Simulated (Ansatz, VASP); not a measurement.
One calculation of HfSi2O6, two programs

The input POSCAR:

```
HfSi2O6
1.0
    4.9553592000     -2.5079402000      0.0000000000
    4.9553592000      2.5079402000      0.0000000000
   -0.1764545000      0.0000000000      5.8822158000
Hf Si O
1 2 6
Direct
    0.4587940000      0.5412060000      0.0000000000
    0.5193970000      0.9865640000      0.6551790000
    0.0134360000      0.4806030000      0.3448210000
    0.7916040000      0.4295670000      0.2022840000
    0.3048400000      0.1550930000      0.4318780000
    0.5704330000      0.2083960000      0.7977160000
    0.1259400000      0.6285810000      0.1826300000
    0.8449070000      0.6951600000      0.5681220000
    0.3714190000      0.8740600000      0.8173700000
```

INCAR.step1

```
PREC     = Accurate       # precision mode
ENCUT    = 520            # plane-wave cutoff, eV
ISMEAR   = 0              # smearing method
SIGMA    = 0.02           # smearing width, eV
LREAL    = F              # projectors in reciprocal space
LASPH    = T              # aspherical terms in the spheres
NELM     = 60             # most SCF steps
NBANDS   = 37             # bands
GGA      = PE             # functional
ALGO     = Normal         # electronic algorithm
EDIFF    = 1E-4           # SCF threshold, eV
LWAVE    = T              # write WAVECAR
LCHARG   = F              # write CHGCAR
```

Contents of INCAR.step2:

```
PREC     = Accurate       # precision mode
ENCUT    = 520            # plane-wave cutoff, eV
EDIFF    = 1E-7           # SCF threshold, eV
ISMEAR   = 0              # smearing method
SIGMA    = 0.02           # smearing width, eV
LREAL    = F              # projectors in reciprocal space
LASPH    = T              # aspherical terms in the spheres
NELM     = 60             # most SCF steps
ALGO     = Normal         # electronic algorithm
ISIF     = 2              # what is computed and relaxed
LWAVE    = F              # write WAVECAR
LCHARG   = F              # write CHGCAR
METAGGA  = R2SCAN         # meta-GGA
LMIXTAU  = T            
NBANDS   = 37             # bands
ISTART   = 1
```

KPOINTS

```
regular mesh
0
Gamma
  6 6 4
```

Input for Ansatz:

```yaml
crystal:
  lattice:
    - [4.9553592, -2.5079402, 0.0]
    - [4.9553592, 2.5079402, 0.0]
    - [-0.1764545, 0.0, 5.8822158]
  atoms:
    - { symbol: Hf, position: [0.458794, 0.541206, 0.0] }
    - { symbol: Si, position: [0.519397, 0.986564, 0.655179] }
    - { symbol: Si, position: [0.013436, 0.480603, 0.344821] }
    - { symbol: O, position: [0.791604, 0.429567, 0.202284] }
    - { symbol: O, position: [0.30484, 0.155093, 0.431878] }
    - { symbol: O, position: [0.570433, 0.208396, 0.797716] }
    - { symbol: O, position: [0.12594, 0.628581, 0.18263] }
    - { symbol: O, position: [0.844907, 0.69516, 0.568122] }
    - { symbol: O, position: [0.371419, 0.87406, 0.81737] }
basis:
  ecutwfc: 500
kpoints:
  mp_grid: { grid: [6, 6, 4] }
  band_path:
    path:
      - [[0.0, 0.0, 0.0], [-0.31409361, 0.31409361, 0.0]]
      - [[-0.68590639, -0.31409361, 0.0], [-0.5, -0.5, 0.0], [0.0, 0.0, 0.0], [-0.5, -0.5, 0.5], [-0.68914293, -0.31085707, 0.5]]
      - [[-0.31085707, 0.31085707, 0.5], [0.0, 0.0, 0.5], [0.0, 0.0, 0.0]]
      - [[-0.5, 0.0, 0.5], [0.0, 0.0, 0.0], [-0.5, 0.0, 0.0]]
    npoints: 14
hamiltonian:
  xc: r2scan
scf:
  occupations: { method: gaussian, width: 0.02 }
  n_extra_bands: 22
output:
  forces: true
  stress: true
  eigenvalues: true
  populations: true
  dos: { projected: true, de: 0.02, nscf_kmesh: { grid: [9, 9, 6] } }
  bader: true
  write_density: true
  write_potential: true
  elf: true
  volumetric_format: npy
```

Alike in both runs: task single point; functional r2SCAN; k mesh 6 × 6 × 4; occupations gaussian, width 0.02 eV; no spin polarisation.

|  | VASP | Ansatz |
| --- | --- | --- |
| version | VASP 6.6.1 | Ansatz 0.2.0 |
| potentials or method | VASP PAW PBE potentials, release 64 (Hf_pv, Si, O), cutoff 520 eV | scalar-relativistic, plane waves, PAW |
| valence electrons in the cell | 54 | 70 |

|  | VASP | Ansatz | Ansatz less VASP |
| --- | --- | --- | --- |
| gap on the k mesh at the Fermi level (eV) | 5.57 | 5.57 | 0.000 |
| least direct gap on the mesh (eV) | 5.83 | 5.83 | -0.002 |
| pressure (GPa) | -4.4 | -3.9 | +0.42 |
| traceless stress, the component that is largest in VASP (GPa) | -0.07 | -0.04 | +0.022 |
| rms of the force components (eV/Å) | 0.120 | 0.133 | +0.0128 |

VASP's potentials were made for PBE, not for r2SCAN. Atom by atom the forces differ by 0.089 eV/Å (rms over components). VASP's potentials hold 54 valence electrons a cell and Ansatz's 70, so a difference there can come from the potentials and not from the codes.

Neither program's run includes spin-orbit coupling.
